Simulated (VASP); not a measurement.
# PbS (Fm-3m) in VASP: a series of runs

PbS is run at these levels: LDA; tasks: single point.

All numbers are computed with VASP 6.6.1; they aren't measurements. Logs are shortened: lines on timing, memory, paths and dates and some standing lists are left out, and cuts for length are marked.

## 1. The cell of the first run

The structure is cubic, space group Fm-3m (No. 225). The conventional cell has a = 5.930 Å, b = 5.930 Å, c = 5.930 Å, α = 90.00°, β = 90.00°, γ = 90.00°. Within 3.9 Å of Pb (site symmetry m-3m) lie 6 S at 2.96 Å. S (site symmetry m-3m) has 6 Pb at 2.96 Å within 3.9 Å.

## 2. Single point, LDA

Input file INCAR:

```
PREC = Accurate ; ENCUT = 520
EDIFF = 1E-6 ; ISMEAR = -1
SIGMA = 0.01 ; LREAL = False
LASPH = True ; NELM = 100
ALGO = Normal ; ISIF = 2
LWAVE = False ; LCHARG = False
GGA = CA ; NBANDS = 17
```

Input file KPOINTS:

```
regular mesh
0
Gamma
  8 8 8
```

Input file POSCAR:

```
PbS
1.0
    0.0000000000      2.9650000000      2.9650000000
    2.9650000000      0.0000000000      2.9650000000
    2.9650000000      2.9650000000      0.0000000000
Pb S
1 1
Direct
    0.0000000000      0.0000000000      0.0000000000
    0.5000000000      0.5000000000      0.5000000000
```

Potentials or basis: VASP PAW LDA potentials, release 64 (Pb_d, S).

The run is started by

```console
> cat potpaw_LDA.64/Pb_d/POTCAR potpaw_LDA.64/S/POTCAR > POTCAR
> mpirun -np 1 vasp_std > vasp.out
```

OUTCAR:

```text
PREC = Accurate
   ENCUT = 520
   EDIFF = 1E-6
   ISMEAR = -1
   LREAL = False
   LASPH = True
   NELM = 100
   ISIF = 2
   GGA = CA

 ion  position               nearest neighbor table
   1  0.000  0.000  0.000-   2 2.96   2 2.96   2 2.96   2 2.96   2 2.96   2 2.96
   2  0.500  0.500  0.500-   1 2.96   1 2.96   1 2.96   1 2.96   1 2.96   1 2.96

  LATTYP: Found a face centered cubic cell.
 ALAT       =     5.9300000000

  Lattice vectors:

 A1 = (   0.0000000000,   2.9650000000,   2.9650000000)
 A2 = (   2.9650000000,   0.0000000000,   2.9650000000)
 A3 = (   2.9650000000,   2.9650000000,   0.0000000000)

Analysis of symmetry for initial positions (statically):
=====================================================================
 Subroutine PRICEL returns:
 Original cell was already a primitive cell.

 Routine SETGRP: Setting up the symmetry group for a
 face centered cubic supercell.

 Subroutine GETGRP returns: Found 48 space group operations
 (whereof 48 operations were pure point group operations)
 out of a pool of 48 trial point group operations.

The static configuration has the point symmetry O_h .

Analysis of symmetry for dynamics (positions and initial velocities):
=====================================================================
 Subroutine PRICEL returns:
 Original cell was already a primitive cell.

 Routine SETGRP: Setting up the symmetry group for a
 face centered cubic supercell.

 Subroutine GETGRP returns: Found 48 space group operations
 (whereof 48 operations were pure point group operations)
 out of a pool of 48 trial point group operations.

The dynamic configuration has the point symmetry O_h .

 Subroutine INISYM returns: Found 48 space group operations
 (whereof 48 operations are pure point group operations),
 and found     1 'primitive' translations

----------------------------------------------------------------------------------------

                                     Primitive cell

  volume of cell :      52.1320

  direct lattice vectors                    reciprocal lattice vectors
     0.000000000  2.965000000  2.965000000    -0.168634064  0.168634064  0.168634064
     2.965000000  0.000000000  2.965000000     0.168634064 -0.168634064  0.168634064
     2.965000000  2.965000000  0.000000000     0.168634064  0.168634064 -0.168634064

  length of vectors
     4.193143212  4.193143212  4.193143212     0.292082767  0.292082767  0.292082767

[... 77 lines left out ...]
   LASPH  =      T    aspherical Exc in radial PAW
   ENCUT  =  520.0 eV  38.22 Ry    6.18 a.u.   7.80  7.80  7.80*2*pi/ulx,y,z
   NELM   =    100;   NELMIN=  2; NELMDL= -5     # of ELM steps
   EDIFF  = 0.1E-05   stopping-criterion for ELM
   LREAL  =      F    real-space projection
   EDIFFG = 0.1E-04   stopping-criterion for IOM
   NSW    =      0    number of steps for IOM
   IBRION =     -1    ionic relax: 0-MD 1-quasi-New 2-CG
   NFREE  =      0    steps in history (QN), initial steepest desc. (CG)
   ISIF   =      2    stress and relaxation
   ISYM   =      2    0-nonsym 1-usesym 2-fastsym
   POTIM  = 0.5000    time-step for ionic-motion
   TEBEG  =    0.0;   TEEND  =   0.0 temperature during run
   PSTRESS=    0.0 pullay stress
   NELECT =      20.0000    total number of electrons
   NUPDOWN=      -1.0000    fix difference up-down
   EMIN   =  10.00;   EMAX   =-10.00  energy-range for DOS
   EFERMI =   0.00;   METHOD = LEGACY
   ISMEAR =    -1;   SIGMA  =   0.01  broadening in eV -4-tet -1-fermi 0-gaus
   EFERMI_NEDOS =   21; number of points for ismear=-14 and -15
   IALGO  =     38    algorithm
   IMIX   =      4    mixing-type and parameters
     AMIX     =   0.40;   BMIX     =  1.00
     AMIX_MAG =   1.60;   BMIX_MAG =  1.00
  volume/ion in A,a.u.               =      26.07       175.90
  Fermi-wavevector in a.u.,A,eV,Ry     =   1.189552  2.247928 19.252709  1.415034
  Thomas-Fermi vector in A             =   2.325657
   LORBIT       =      0    0 simple, 1 ext, 2 COOP (PROOUT), +10 PAW based schemes
   GGA     = CA    functional components
   LHFCALC =     F    Hartree Fock is set to
   AEXX    =    0.0000 exact exchange contribution
   IVDW    =     0    specifies the selected vdW correction
   LEPSILON=     F    determine dielectric tensor
   LRPA    =     F    only Hartree local field effects (RPA)
 non-spin polarized calculation
  energy-cutoff  :      520.00
  volume of cell :       52.13
 maximum number of plane-waves:      1424
   NGX = 15   NGY = 15   NGZ = 15

 number of electron      19.9999998 magnetization

 Free energy of the ion-electron system (eV)
  ---------------------------------------------------
  ext. energy  EPLUGINS =         0.00000000
  ---------------------------------------------------
  free energy    TOTEN  =        -9.98274627 eV

  energy without entropy =       -9.98274614  energy(sigma->0) =       -9.98274620

 E-fermi :   5.7104     XC(G=0): -10.0325

 val. band max:        5.6085592002   @ k =   0.5000   0.0000   0.0000
 cond. band min:       5.8122263058   @ k =   0.5000   0.0000   0.0000
 fundamental gap:      0.2036671055
 Fermi energy:         5.7103919320

 k-point     1 :       0.0000    0.0000    0.0000
  band No.  band energies     occupation
      1     -11.1703      2.00000
      2     -11.1703      2.00000
      3     -11.1703      2.00000
      4     -11.1613      2.00000
      5     -11.1613      2.00000
      6      -7.9713      2.00000
[... 457 lines left out ...]
      4     -11.1407      2.00000
      5     -11.1193      2.00000
      6      -6.4473      2.00000
[... 9 lines left out ...]
     16      16.4728      0.00000
     17      16.6607      0.00000

 [... further k-points ...]

------------------------ aborting loop because EDIFF is reached ----------------------------------------

  FORCE on cell =-STRESS in cart. coord.  units (eV):
  Direction    XX          YY          ZZ          XY          YZ          ZX
  --------------------------------------------------------------------------------------
  -------------------------------------------------------------------------------------
  Total       -0.8156945     -0.8156945     -0.8156945      0.0000000      0.0000000     -0.0000000
  in kB      -25.0688291    -25.0688291    -25.0688291      0.0000000      0.0000000     -0.0000000
  external PRESSURE =     -25.0688291 kB  Pullay stress =       0.0000000 kB

 VOLUME and BASIS-vectors are now :
 -----------------------------------------------------------------------------
  energy-cutoff  :      520.00
  volume of cell :       52.13
      direct lattice vectors                 reciprocal lattice vectors
     0.000000000  2.965000000  2.965000000    -0.168634064  0.168634064  0.168634064
     2.965000000  0.000000000  2.965000000     0.168634064 -0.168634064  0.168634064
     2.965000000  2.965000000  0.000000000     0.168634064  0.168634064 -0.168634064

 POSITION                                       TOTAL-FORCE (eV/Angst)
 -----------------------------------------------------------------------------------
      0.00000      0.00000      0.00000        -0.000000      0.000000      0.000000
      2.96500      2.96500      2.96500         0.000000     -0.000000     -0.000000
 -----------------------------------------------------------------------------------
    total drift:                                0.000000     -0.000000     -0.000000

  FREE ENERGIE OF THE ION-ELECTRON SYSTEM (eV)
  ---------------------------------------------------
  free  energy   TOTEN  =        -9.9827462681 eV

  energy  without entropy=       -9.9827461360  energy(sigma->0) =       -9.98274620
```

OSZICAR:

```text
N       E                     dE             d eps       ncg     rms          rms(c)
DAV:   1     0.157693723799E+03    0.15769E+03   -0.96835E+03   986   0.124E+03
DAV:   2     0.172646617052E+01   -0.15597E+03   -0.15078E+03  1040   0.311E+02
DAV:   3    -0.101424331175E+02   -0.11869E+02   -0.11762E+02  1287   0.901E+01
DAV:   4    -0.104267246726E+02   -0.28429E+00   -0.28404E+00  1250   0.154E+01
DAV:   5    -0.104369691326E+02   -0.10244E-01   -0.10244E-01  1440   0.285E+00    0.448E+00
DAV:   6    -0.999390237395E+01    0.44307E+00   -0.13190E+00  1563   0.776E+00    0.313E+00
DAV:   7    -0.998675186427E+01    0.71505E-02   -0.10550E-01  1214   0.163E+00    0.172E+00
DAV:   8    -0.998308912168E+01    0.36627E-02   -0.11511E-02  1205   0.105E+00    0.204E-01
DAV:   9    -0.998272670906E+01    0.36241E-03   -0.23213E-03  1511   0.371E-01    0.761E-02
DAV:  10    -0.998275119864E+01   -0.24490E-04   -0.14366E-04  1179   0.725E-02    0.509E-02
DAV:  11    -0.998274637861E+01    0.48200E-05   -0.19795E-05  1356   0.471E-02    0.105E-02
DAV:  12    -0.998274626812E+01    0.11048E-06   -0.73939E-07   736   0.118E-02
   1 F= -.99827463E+01 E0= -.99827462E+01  d E =-.132078E-06
```

stdout:

```text
POSCAR found type information on POSCAR PbS
 POSCAR found :  2 types and       2 ions
 scaLAPACK will be used
 LDA part: xc-table for (Slater(with rela. corr.)+CA(PZ))
 , standard interpolation
 POSCAR, INCAR and KPOINTS ok, starting setup
 FFT: planning ... GRIDC
 FFT: planning ... GRID_SOFT
 FFT: planning ... GRID
 WAVECAR not read
 entering main loop
```

Wall time 18 s (1 thread of Intel Xeon 6975P-C, shared host); peak memory 0.16 GiB.

Results:

| Quantity | Value |
| --- | --- |
| Free energy | -9.9827 eV |
| Pressure | -2.5 GPa |
| Band gap on the k mesh | 0.20 eV, direct |

Levels at points of the mesh, in eV from the valence-band top:
```csv
k point,band 8,band 9,band 10,band 11,band 12,band 13
"(0.00, 0.00, 0.00)",-2.17,-2.17,-2.17,5.07,5.07,5.07
"(0.50, 0.00, 0.00)",-1.76,-1.76,0.00,0.20,1.83,1.83
"(0.50, 0.50, 0.00)",-5.27,-3.47,-3.47,3.72,5.46,5.56
```

Caveat: spin-orbit coupling is left out, which moves the levels of the heavy elements. A k mesh can miss the band edges.

## 3. Single point, LDA (volume scaled by 1.04)

Input file INCAR:

```
ALGO     = Normal         # electronic algorithm
EDIFF    = 1E-6           # SCF threshold, eV
ENCUT    = 520            # plane-wave cutoff, eV
GGA      = CA             # functional
ISIF     = 2              # what is computed and relaxed
ISMEAR   = -1             # smearing method
LASPH    = True           # aspherical terms in the spheres
LCHARG   = True           # write CHGCAR
LELF     = True           # ELF
LREAL    = False          # projectors in reciprocal space
LVHAR    = True         
LWAVE    = False          # write WAVECAR
NBANDS   = 17             # bands
NELM     = 100            # most SCF steps
PREC     = Accurate       # precision mode
SIGMA    = 0.01           # smearing width, eV
```

Input file KPOINTS:

```
k-points
0
Gamma
  8 8 8
```

Input file POSCAR:

```
PbS
1.0
    0.0000000000      3.0040176323      3.0040176323
    3.0040176323      0.0000000000      3.0040176323
    3.0040176323      3.0040176323      0.0000000000
Pb S
1 1
Direct
    0.0000000000      0.0000000000      0.0000000000
    0.5000000000      0.5000000000      0.5000000000
```

Potentials or basis: VASP PAW LDA potentials, release 64 (Pb_d, S).

The run is started by

```console
> cat potpaw_LDA.64/Pb_d/POTCAR potpaw_LDA.64/S/POTCAR > POTCAR
> mpirun -np 1 vasp_std > vasp.out
```

It took 18 s on 1 thread of Intel Xeon 6975P-C, shared host; peak memory 0.16 GiB.

It converged, with:

| Item | Value |
| --- | --- |
| Free energy | -9.9380 eV |
| Pressure | -4.4 GPa |
| Band gap on the k mesh | 0.34 eV, direct |

Levels at points of the mesh, in eV from the valence-band top:
| k point | band 6 | band 7 | band 8 | band 9 | band 10 | band 11 | band 12 | band 13 | band 14 | band 15 |
| --- | --- | --- | --- | --- | --- | --- | --- | --- | --- | --- |
| (0.00, 0.00, 0.00) | -13.19 | -6.11 | -1.94 | -1.94 | -1.94 | 4.99 | 4.99 | 4.99 | 6.77 | 6.77 |
| (0.50, 0.00, 0.00) | -12.00 | -8.67 | -1.56 | -1.56 | 0.00 | 0.34 | 1.95 | 1.95 | 8.46 | 10.18 |
| (0.50, 0.50, 0.00) | -11.63 | -7.19 | -4.90 | -3.18 | -3.18 | 3.92 | 5.37 | 5.45 | 5.45 | 11.18 |

Caveat: spin-orbit coupling is left out, which moves the levels of the heavy elements. A k mesh can miss the band edges.
